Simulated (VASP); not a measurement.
# Sr (Fm-3m) in VASP: a series of runs

Runs on Sr. Level: PBEsol. Tasks: single point, relaxation of volume and atoms at fixed shape.

Everything below comes from runs of VASP 6.6.1. Logs are shortened: lines on timing, memory, paths and dates and some standing lists are left out, and cuts for length are marked.

## 1. The cell of the first run

Symmetry: Fm-3m, No. 225, cubic system. Conventional cell: a = 5.921 Å, b = 5.921 Å, c = 5.921 Å, α = 90.00°, β = 90.00°, γ = 90.00°. Sr (site symmetry m-3m) has 12 Sr at 4.19 Å within 5.5 Å.

## 2. Single point, PBEsol

INCAR

```
SYSTEM = Sr
ALGO = Normal ; EDIFF = 1E-6
ENCUT = 520 ; GGA = PS
ISIF = 2 ; ISMEAR = 1
LASPH = .TRUE. ; LCHARG = .TRUE.
LELF = .TRUE. ; LREAL = .FALSE.
LVHAR = .TRUE. ; LWAVE = .FALSE.
NBANDS = 28 ; NELM = 80
PREC = Accurate ; SIGMA = 0.1
```

KPOINTS

```
k-points
0
G
  4 4 4
  0 0 0
```

POSCAR

```
Sr
1.0
    5.9206077267      0.0000000000      0.0000000000
    0.0000000000      5.9206077267      0.0000000000
    0.0000000000      0.0000000000      5.9206077267
Sr
4
Direct
    0.0000000000      0.0000000000      0.0000000000
    0.0000000000      0.5000000000      0.5000000000
    0.5000000000      0.0000000000      0.5000000000
    0.5000000000      0.5000000000      0.0000000000
```

Potentials or basis: VASP PAW PBE potentials, release 64 (Sr_sv).

Started as:

```sh
> cat potpaw_PBE.64/Sr_sv/POTCAR > POTCAR
> mpirun -np 1 vasp_std > vasp.out
```

OUTCAR:

```text
SYSTEM = Sr
   EDIFF = 1E-6
   ENCUT = 520
   GGA = PS
   ISIF = 2
   ISMEAR = 1
   LASPH = .TRUE.
   LREAL = .FALSE.
   NELM = 80
   PREC = Accurate

 ion  position               nearest neighbor table
   1  0.000  0.000  0.000-   2 4.19   3 4.19   4 4.19   2 4.19   3 4.19   2 4.19   4 4.19   2 4.19
                             3 4.19   4 4.19   3 4.19   4 4.19
   2  0.000  0.500  0.500-   1 4.19   3 4.19   4 4.19   1 4.19   4 4.19   1 4.19   3 4.19   1 4.19
                             3 4.19   4 4.19   4 4.19   3 4.19
   3  0.500  0.000  0.500-   1 4.19   2 4.19   4 4.19   1 4.19   4 4.19   2 4.19   4 4.19   4 4.19
                             1 4.19   2 4.19   1 4.19   2 4.19
   4  0.500  0.500  0.000-   1 4.19   2 4.19   3 4.19   2 4.19   3 4.19   1 4.19   3 4.19   3 4.19
                             1 4.19   2 4.19   2 4.19   1 4.19

  LATTYP: Found a simple cubic cell.
 ALAT       =     5.9206077267

  Lattice vectors:

 A1 = (   5.9206077267,   0.0000000000,   0.0000000000)
 A2 = (   0.0000000000,   5.9206077267,   0.0000000000)
 A3 = (   0.0000000000,   0.0000000000,   5.9206077267)

Analysis of symmetry for initial positions (statically):
=====================================================================
 Subroutine PRICEL returns following result:

  LATTYP: Found a face centered cubic cell.
 ALAT       =     5.9206077267

  Lattice vectors:

 A1 = (   2.9603038634,  -2.9603038634,   0.0000000000)
 A2 = (   2.9603038634,   0.0000000000,   2.9603038634)
 A3 = (   0.0000000000,  -2.9603038634,   2.9603038634)

   4 primitive cells build up your supercell.

 Routine SETGRP: Setting up the symmetry group for a
 simple cubic supercell.

 Subroutine GETGRP returns: Found 48 space group operations
 (whereof 48 operations were pure point group operations)
 out of a pool of 48 trial point group operations.

The static configuration has the point symmetry O_h .

Analysis of symmetry for dynamics (positions and initial velocities):
=====================================================================
 Subroutine PRICEL returns following result:

  LATTYP: Found a face centered cubic cell.
 ALAT       =     5.9206077267

  Lattice vectors:

 A1 = (   2.9603038634,  -2.9603038634,   0.0000000000)
 A2 = (   2.9603038634,   0.0000000000,   2.9603038634)
 A3 = (   0.0000000000,  -2.9603038634,   2.9603038634)

   4 primitive cells build up your supercell.

 Routine SETGRP: Setting up the symmetry group for a
 simple cubic supercell.

 Subroutine GETGRP returns: Found 48 space group operations
 (whereof 48 operations were pure point group operations)
 out of a pool of 48 trial point group operations.

The dynamic configuration has the point symmetry O_h .

 Subroutine INISYM returns: Found 48 space group operations
 (whereof 48 operations are pure point group operations),
 and found     4 'primitive' translations

----------------------------------------------------------------------------------------

                                     Primitive cell

  volume of cell :      51.8846

  direct lattice vectors                    reciprocal lattice vectors
     2.960303863 -2.960303863  0.000000000     0.168901580 -0.168901580 -0.168901580
     2.960303863  0.000000000  2.960303863     0.168901580  0.168901580  0.168901580
     0.000000000 -2.960303863  2.960303863    -0.168901580 -0.168901580  0.168901580

  length of vectors
     4.186501872  4.186501872  4.186501872     0.292546118  0.292546118  0.292546118

  position of ions in fractional coordinates (direct lattice)
     0.000000000  0.000000000  0.000000000

  ion indices of the primitive-cell ions
   primitive index   ion index
                 1           1

----------------------------------------------------------------------------------------

 KPOINTS: k-points

Automatic generation of k-mesh.
 Grid dimensions read from file:
 generate k-points for:    4    4    4

 Generating k-lattice:

  Cartesian coordinates                     Fractional coordinates (reciprocal lattice)
     0.042225395  0.000000000  0.000000000     0.250000000  0.000000000  0.000000000
     0.000000000  0.042225395  0.000000000     0.000000000  0.250000000  0.000000000
     0.000000000  0.000000000  0.042225395     0.000000000  0.000000000  0.250000000

  Length of vectors
     0.042225395  0.042225395  0.042225395

  Shift w.r.t. Gamma in fractional coordinates (k-lattice)
     0.000000000  0.000000000  0.000000000

 Subroutine IBZKPT returns following result:
 ===========================================

 Found     10 irreducible k-points:

 Following reciprocal coordinates:
            Coordinates               Weight
  0.000000  0.000000  0.000000      1.000000
  0.250000  0.000000  0.000000      6.000000
  0.500000  0.000000  0.000000      3.000000
  0.250000  0.250000  0.000000     12.000000
  0.500000  0.250000  0.000000     12.000000
  0.500000  0.500000  0.000000      3.000000
  0.250000  0.250000  0.250000      8.000000
  0.500000  0.250000  0.250000     12.000000
  0.500000  0.500000  0.250000      6.000000
  0.500000  0.500000  0.500000      1.000000
   k-points           NKPTS =     10   k-points in BZ     NKDIM =     10   number of bands    NBANDS=     28
   number of dos      NEDOS =    301   number of ions     NIONS =      4
   total plane-waves  NPLWV = 110592
   dimension x,y,z NGX =    48 NGY =   48 NGZ =   48
   dimension x,y,z NGXF=    96 NGYF=   96 NGZF=   96
   ions per type =               4
   NGX,Y,Z   is equivalent  to a cutoff of  13.48, 13.48, 13.48 a.u.
   NGXF,Y,Z  is equivalent  to a cutoff of  26.96, 26.96, 26.96 a.u.
 SYSTEM =  Sr
   PREC   = accura    normal or accurate (medium, high low for compatibility)
   ISTART =      0    job   : 0-new  1-cont  2-samecut
   ICHARG =      2    charge: 1-file 2-atom 10-const
   ISPIN  =      1    spin polarized calculation?
   LNONCOLLINEAR =      F non collinear calculations
   LSORBIT =      F    spin-orbit coupling
   LASPH  =      T    aspherical Exc in radial PAW
   ENCUT  =  520.0 eV  38.22 Ry    6.18 a.u.  11.01 11.01 11.01*2*pi/ulx,y,z
   NELM   =     80;   NELMIN=  2; NELMDL= -5     # of ELM steps
   EDIFF  = 0.1E-05   stopping-criterion for ELM
   LREAL  =      F    real-space projection
[... 7 lines left out ...]
   TEBEG  =    0.0;   TEEND  =   0.0 temperature during run
   PSTRESS=    0.0 pullay stress
   NELECT =      40.0000    total number of electrons
   NUPDOWN=      -1.0000    fix difference up-down
   EMIN   =  10.00;   EMAX   =-10.00  energy-range for DOS
   EFERMI =   0.00;   METHOD = LEGACY
   ISMEAR =     1;   SIGMA  =   0.10  broadening in eV -4-tet -1-fermi 0-gaus
   EFERMI_NEDOS =   21; number of points for ismear=-14 and -15
   IALGO  =     38    algorithm
   IMIX   =      4    mixing-type and parameters
     AMIX     =   0.40;   BMIX     =  1.00
     AMIX_MAG =   1.60;   BMIX_MAG =  1.00
  volume/ion in A,a.u.               =      51.88       350.13
  Fermi-wavevector in a.u.,A,eV,Ry     =   0.945646  1.787012 12.166958  0.894246
  Thomas-Fermi vector in A             =   2.073567
   LORBIT       =      0    0 simple, 1 ext, 2 COOP (PROOUT), +10 PAW based schemes
   GGA     = PS    functional components
   LHFCALC =     F    Hartree Fock is set to
   AEXX    =    0.0000 exact exchange contribution
   IVDW    =     0    specifies the selected vdW correction
   LEPSILON=     F    determine dielectric tensor
   LRPA    =     F    only Hartree local field effects (RPA)
 non-spin polarized calculation
 Methfessel and Paxton  Order N= 1 SIGMA  =   0.10
  energy-cutoff  :      520.00
  volume of cell :      207.54
 maximum number of plane-waves:      5628
 NGX is ok and might be reduce to    48
   NGX = 23   NGY = 23   NGZ = 23

 number of electron      40.0000002 magnetization

 Free energy of the ion-electron system (eV)
  ---------------------------------------------------
  ext. energy  EPLUGINS =         0.00000000
  ---------------------------------------------------
  free energy    TOTEN  =        -7.39105868 eV

  energy without entropy =       -7.38692459  energy(sigma->0) =       -7.38968065

 E-fermi :   1.7078     XC(G=0):  -7.6141

 val. band max:        1.5640281325   @ k =   0.2500   0.2500   0.0000
 cond. band min:       1.7291064494   @ k =   0.5000   0.0000   0.0000
 fundamental gap:      0.1650783168
 Fermi energy:         1.7077747179

 k-point     1 :       0.0000    0.0000    0.0000
  band No.  band energies     occupation
      1     -34.7267      2.00000
      2     -34.7020      2.00000
      3     -34.7020      2.00000
      4     -34.7020      2.00000
      5     -16.8462      2.00000
      6     -16.8462      2.00000
[... 20 lines left out ...]
     27       4.0897      0.00000
     28       4.0897      0.00000

 k-point     2 :       0.2500    0.0000    0.0000
  band No.  band energies     occupation
      1     -34.7231      2.00000
      2     -34.7056      2.00000
      3     -34.7020      2.00000
      4     -34.7020      2.00000
      5     -16.8258      2.00000
      6     -16.8258      2.00000
[... 20 lines left out ...]
     27       3.6115     -0.00000
     28       4.2684      0.00000

 k-point     3 :       0.5000    0.0000    0.0000
  band No.  band energies     occupation
      1     -34.7144      2.00000
      2     -34.7144      2.00000
      3     -34.7020      2.00000
      4     -34.7020      2.00000
      5     -16.7762      2.00000
      6     -16.7762      2.00000
[... 20 lines left out ...]
     27       3.8598      0.00000
     28       3.8651      0.00000

 k-point     4 :       0.2500    0.2500    0.0000
  band No.  band energies     occupation
      1     -34.7200      2.00000
      2     -34.7051      2.00000
      3     -34.7051      2.00000
      4     -34.7025      2.00000
      5     -16.8100      2.00000
      6     -16.8100      2.00000
[... 20 lines left out ...]
     27       3.3005     -0.00000
     28       4.1276      0.00000

 k-point     5 :       0.5000    0.2500    0.0000
  band No.  band energies     occupation
      1     -34.7125      2.00000
      2     -34.7125      2.00000
      3     -34.7038      2.00000
      4     -34.7038      2.00000
      5     -16.7917      2.00000
      6     -16.7917      2.00000
[... 20 lines left out ...]
     27       3.5577     -0.00000
     28       3.5577     -0.00000

 k-point     6 :       0.5000    0.5000    0.0000
  band No.  band energies     occupation
      1     -34.7081      2.00000
      2     -34.7081      2.00000
      3     -34.7081      2.00000
      4     -34.7081      2.00000
      5     -16.7921      2.00000
      6     -16.7921      2.00000
[... 20 lines left out ...]
     27       2.9329     -0.00000
     28       2.9329     -0.00000

 k-point     7 :       0.2500    0.2500    0.2500
  band No.  band energies     occupation
      1     -34.7174      2.00000
      2     -34.7051      2.00000
      3     -34.7051      2.00000
      4     -34.7051      2.00000
      5     -16.8190      2.00000
      6     -16.8190      2.00000
[... 20 lines left out ...]
     27       2.9729     -0.00000
     28       4.2519      0.00000

 k-point     8 :       0.5000    0.2500    0.2500
  band No.  band energies     occupation
      1     -34.7112      2.00000
      2     -34.7112      2.00000
      3     -34.7050      2.00000
      4     -34.7050      2.00000
      5     -16.8273      2.00000
      6     -16.8273      2.00000
[... 20 lines left out ...]
     27       3.7289      0.00000
     28       3.7289      0.00000

 k-point     9 :       0.5000    0.5000    0.2500
  band No.  band energies     occupation
      1     -34.7081      2.00000
      2     -34.7081      2.00000
      3     -34.7081      2.00000
      4     -34.7081      2.00000
      5     -16.8345      2.00000
      6     -16.8345      2.00000
[... 20 lines left out ...]
     27       3.5615     -0.00000
     28       3.5615     -0.00000

 k-point    10 :       0.5000    0.5000    0.5000
  band No.  band energies     occupation
      1     -34.7081      2.00000
      2     -34.7081      2.00000
      3     -34.7081      2.00000
      4     -34.7081      2.00000
      5     -16.8610      2.00000
      6     -16.8610      2.00000
[... 20 lines left out ...]
     27       3.9230      0.00000
     28       3.9230      0.00000

------------------------ aborting loop because EDIFF is reached ----------------------------------------

  FORCE on cell =-STRESS in cart. coord.  units (eV):
  Direction    XX          YY          ZZ          XY          YZ          ZX
  --------------------------------------------------------------------------------------
  -------------------------------------------------------------------------------------
  Total        0.0147310      0.0147310      0.0147310     -0.0000000     -0.0000000      0.0000000
  in kB        0.1137215      0.1137215      0.1137215     -0.0000000     -0.0000000      0.0000000
  external PRESSURE =       0.1137215 kB  Pullay stress =       0.0000000 kB

 VOLUME and BASIS-vectors are now :
 -----------------------------------------------------------------------------
  energy-cutoff  :      520.00
  volume of cell :      207.54
      direct lattice vectors                 reciprocal lattice vectors
     5.920607727  0.000000000  0.000000000     0.168901580  0.000000000  0.000000000
     0.000000000  5.920607727  0.000000000     0.000000000  0.168901580  0.000000000
     0.000000000  0.000000000  5.920607727     0.000000000  0.000000000  0.168901580

 POSITION                                       TOTAL-FORCE (eV/Angst)
 -----------------------------------------------------------------------------------
      0.00000      0.00000      0.00000         0.000000      0.000000      0.000000
      0.00000      2.96030      2.96030        -0.000000     -0.000000     -0.000000
      2.96030      0.00000      2.96030        -0.000000     -0.000000     -0.000000
      2.96030      2.96030      0.00000         0.000000      0.000000      0.000000
 -----------------------------------------------------------------------------------
    total drift:                                0.000000     -0.000000     -0.000000

  FREE ENERGIE OF THE ION-ELECTRON SYSTEM (eV)
  ---------------------------------------------------
  free  energy   TOTEN  =        -7.3910586783 eV

  energy  without entropy=       -7.3869245947  energy(sigma->0) =       -7.38968065
```

Run time: 99 s. Hardware: 1 thread of Intel Xeon 8259CL, shared host; peak memory 0.32 GiB.

What came out:

* Free energy: -7.3911 eV
* Pressure: 0.0 GPa

Caveat: the PAW data sets were made with another functional, which shifts forces and pressure a little.

## 3. Relaxation of volume and atoms at fixed shape, PBEsol

This run uses another cell than the first one, of 56.19 Å³/atom.

INCAR

```
ALGO = Normal
EDIFF = 1E-6
EDIFFG = -0.02
ENCUT = 600
GGA = PS
IBRION = 2
ISIF = 8
ISMEAR = 1
LASPH = True
LCHARG = False
LREAL = False
LWAVE = False
NELM = 60
NSW = 80
PREC = Accurate
SIGMA = 0.1
```

KPOINTS

```
k-points
0
Gamma
  4 4 4
```

POSCAR

```
Sr
1.0
    6.0800000000      0.0000000000      0.0000000000
    0.0000000000      6.0800000000      0.0000000000
    0.0000000000      0.0000000000      6.0800000000
Sr
4
Direct
    0.0000000000      0.0000000000      0.0000000000
    0.0000000000      0.5000000000      0.5000000000
    0.5000000000      0.0000000000      0.5000000000
    0.5000000000      0.5000000000      0.0000000000
```

Potentials or basis: VASP PAW PBE potentials, release 64 (Sr_sv).

Started as:

```sh
> cat potpaw_PBE.64/Sr_sv/POTCAR > POTCAR
> mpirun -np 1 vasp_std > vasp.out
```

Wall time 4.7 min (1 thread of Intel Xeon 8259CL, shared host); peak memory 0.39 GiB.

The run converged. Its results:

* Free energy: -7.3910 eV
* Relaxed volume: 51.98 Å³/atom
* Relaxed cell: a = 5.924 Å, b = 5.924 Å, c = 5.924 Å, α = 90.00°, β = 90.00°, γ = 90.00°
* Space group after relaxing (to 0.1 Å): Fm-3m (No. 225)
* Energy gained by relaxing: 12.1 meV/atom
* Ionic steps: 3
* Pressure after relaxing: 0.0 GPa

Step by step:
| step | energy change (eV) | largest force (eV/Å) | pressure (GPa) | volume (Å³) |
| --- | --- | --- | --- | --- |
| 1 | 0.0000 | 0.0000 | -0.86 | 224.76 |
| 2 | -0.0388 | 0.0000 | -0.42 | 215.11 |
| 3 | -0.0485 | 0.0000 | -0.02 | 207.93 |

Final structure:
```
Sr
1.0
     5.92433    0.00000    0.00000
     0.00000    5.92433    0.00000
     0.00000    0.00000    5.92433
Sr
4
Direct
  0.00000 0.00000 0.00000
  0.00000 0.50000 0.50000
  0.50000 0.00000 0.50000
  0.50000 0.50000 0.00000
```

Levels at points of the mesh, in eV from the Fermi level:
| k point | band 17 | band 18 | band 19 | band 20 | band 21 | band 22 | band 23 | band 24 |
| --- | --- | --- | --- | --- | --- | --- | --- | --- |
| (0.00, 0.00, 0.00) | -3.76 | -0.72 | -0.72 | -0.72 | 0.27 | 0.27 | 0.27 | 1.17 |
| (0.50, 0.00, 0.00) | -2.45 | -2.45 | 0.02 | 0.02 | 0.65 | 0.65 | 0.65 | 0.65 |
| (0.50, 0.50, 0.00) | -1.37 | -1.37 | -1.37 | -1.37 | 0.85 | 0.85 | 0.85 | 0.85 |
| (0.50, 0.50, 0.50) | -1.18 | -1.18 | -1.18 | -1.18 | 0.14 | 0.14 | 0.14 | 0.14 |

Caveat: the PAW data sets were made with another functional, which shifts forces and pressure a little.
